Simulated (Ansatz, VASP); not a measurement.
**Fe in VASP and in Ansatz**

```
Fe
1.0
     1.41559   -1.41559    1.41559
    -1.41559    1.41559    1.41559
    -2.83119   -2.83119    0.00000
Fe
2
Direct
  0.00000 0.00000 0.00000
  0.50000 0.50000 0.50000
```

Alike in both runs: task single point; functional PBE; k mesh 14 × 14 × 10; occupations gaussian, width 0.05 eV; collinear spin.

```csv
,VASP,Ansatz
version,VASP 6.6.1,Ansatz 0.2.0
potentials or method,"VASP PAW PBE potentials, release 64 (Fe), cutoff 520 eV","scalar-relativistic, plane waves, PAW"
valence electrons in the cell,16,32
```

Ansatz gave:

| Item | Value |
| --- | --- |
| gap on the k mesh at the Fermi level (eV) | none |
| pressure (GPa) | -0.1 |
| traceless stress, the component that is largest in VASP (GPa) | -0.22 |
| net moment per atom (μB) | 2.16 |
| size of the moment on the site where the two differ most (μB) | 2.21 |

Problem. What did VASP give for the same quantities?

Solution. gap on the k mesh at the Fermi level (eV): none; pressure (GPa): -0.3; traceless stress, the component that is largest in VASP (GPa): -0.27; net moment per atom (μB): 2.18; size of the moment on the site where the two differ most (μB): 2.18.

Site moments also hang on the region over which each program counts them. A gap of «none» marks a metal or a gap that the smearing closes. VASP's potentials hold 16 valence electrons a cell and Ansatz's 32, so a difference there can come from the potentials and not from the codes.
